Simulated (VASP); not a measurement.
Set up this calculation in VASP 6.6.1, as the native input.

```yaml
Task: single point
Functional: PBEsol
Potentials_or_basis: VASP PAW PBE potentials, release 64 (Si, Ge_d)
Cutoff: 520 eV
k_mesh: 6 × 6 × 3
Occupations: gaussian, width 0.03 eV
Spin: no spin polarisation
Dipole_correction: no
Further_INCAR_settings: LREAL = Auto; ALGO = Normal; EDIFF = 1e-06; NBANDS = 56
```

The structure of Si7Ge lies in POSCAR:

```
Si7Ge
1.0
    0.0000000000     -5.4591768537      0.0000000000
    0.0000000000      0.0000000000     -5.4591768537
   12.4183537074      0.0000000000      0.0000000000
Si Ge
14 2
Direct
    0.7474023192      0.7474023192      0.6061710336
    0.7474023192      0.7474023192      0.1665655124
    0.5000000000      0.5000000000      0.4951276985
    0.5000000000      0.5000000000      0.0555221773
    0.5000000000      1.0000000000      0.7149304591
    0.5000000000      1.0000000000      0.2753249379
    1.0000000000      0.5000000000      0.7149304591
    1.0000000000      0.5000000000      0.2753249379
    0.7474023192      0.2525976808      0.8236898846
    0.7474023192      0.2525976808      0.3840843634
    0.2525976808      0.7474023192      0.8236898846
    0.2525976808      0.7474023192      0.3840843634
    0.2525976808      0.2525976808      0.6061710336
    0.2525976808      0.2525976808      0.1665655124
    1.0000000000      1.0000000000      0.4951276985
    1.0000000000      1.0000000000      0.0555221773
```

This cell differs from its parent crystal: the distance across one plane changed.

One way to write it, as run:

INCAR

```
PREC = Accurate
ENCUT = 520
EDIFF = 1E-6
ISMEAR = 0
SIGMA = 0.03
LREAL = Auto
LASPH = T
NELM = 60
ALGO = Normal
ISIF = 2
LWAVE = F
LCHARG = F
GGA = PS
NBANDS = 56
```

KPOINTS

```
regular mesh
0
Gamma
  6 6 3
```

Potentials or basis: VASP PAW PBE potentials, release 64 (Si, Ge_d).

The run is started by

```bash
$ cat potpaw_PBE.64/Si/POTCAR potpaw_PBE.64/Ge_d/POTCAR > POTCAR
$ mpirun -np 1 vasp_std > vasp.out
```

It gave:

```json
{
 "Pressure": "-2.7 GPa",
 "Largest force": "1.333 eV/Å",
 "Band gap on the k mesh": "zero (bands 42 and 43 overlap by 0.64 eV)"
}
```

Caveat: the cell differs from its parent crystal (the distance across one plane changed); semilocal functionals underestimate gaps, and a narrow one can read as zero; the PAW data sets were made with another functional, which shifts forces and pressure a little.

It took 9.4 min on 1 thread of Intel(R) Xeon(R) Platinum 8259CL CPU @ 2.50GHz (Skylake/Cascade Lake), on a shared host, peak memory 0.59 GiB.
